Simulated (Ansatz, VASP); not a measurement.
# One calculation of KBr, two programs

File INCAR:

```
  ALGO = Normal
  EDIFF = 1E-6
  ENCUT = 500
  GGA_COMPAT = F
  ISIF = 2
  ISMEAR = 0
  LASPH = T
  LCHARG = F
  LREAL = F
  LWAVE = F
  NBANDS = 15
  NELM = 120
  PREC = Accurate
  SIGMA = 0.01
```

KPOINTS

```
k-points
0
Gamma
  6 6 6
```

The input POSCAR:

```
KBr
1.0
    0.0000000000      3.3000000000      3.3000000000
    3.3000000000      0.0000000000      3.3000000000
    3.3000000000      3.3000000000      0.0000000000
K Br
1 1
Direct
    0.0000000000      0.0000000000      0.0000000000
    0.5000000000      0.5000000000      0.5000000000
```

Input for Ansatz:

```yaml
crystal:
  lattice:
    - [0.0, 3.3, 3.3]
    - [3.3, 0.0, 3.3]
    - [3.3, 3.3, 0.0]
  atoms:
    - { symbol: K, position: [0.0, 0.0, 0.0] }
    - { symbol: Br, position: [0.5, 0.5, 0.5] }
kpoints:
  mp_grid:
    grid: [6, 6, 6]
hamiltonian:
  xc: lda
scf:
  occupations:
    method: fixed
output:
  optics:
    de: 0.1
    nscf_kmesh:
      grid: [8, 8, 8]
    bands:
      spectra_wanted_up_to: 6.0
```

Alike in both runs: task single point; functional LDA; k mesh 6 × 6 × 6; no spin polarisation.

|  | VASP | Ansatz |
| --- | --- | --- |
| version | VASP 6.6.1 | Ansatz 0.2.0 |
| potentials or method | VASP PAW LDA potentials, release 64 (K_sv, Br) | plane waves, PAW |
| plane-wave cutoff (eV) | 500 | 420 |
| occupations | gaussian, width 0.01 eV | fixed |
| valence electrons in the cell | 16 | 16 |

VASP gave:

| Item | Value |
| --- | --- |
| gap on the k mesh at the Fermi level (eV) | 4.04 |

Question: What did Ansatz give for the same quantities?

Answer: gap on the k mesh at the Fermi level (eV): 4.03.

LDA's correlation is that of Perdew and Zunger in VASP and of Perdew and Wang (1992) in Ansatz.
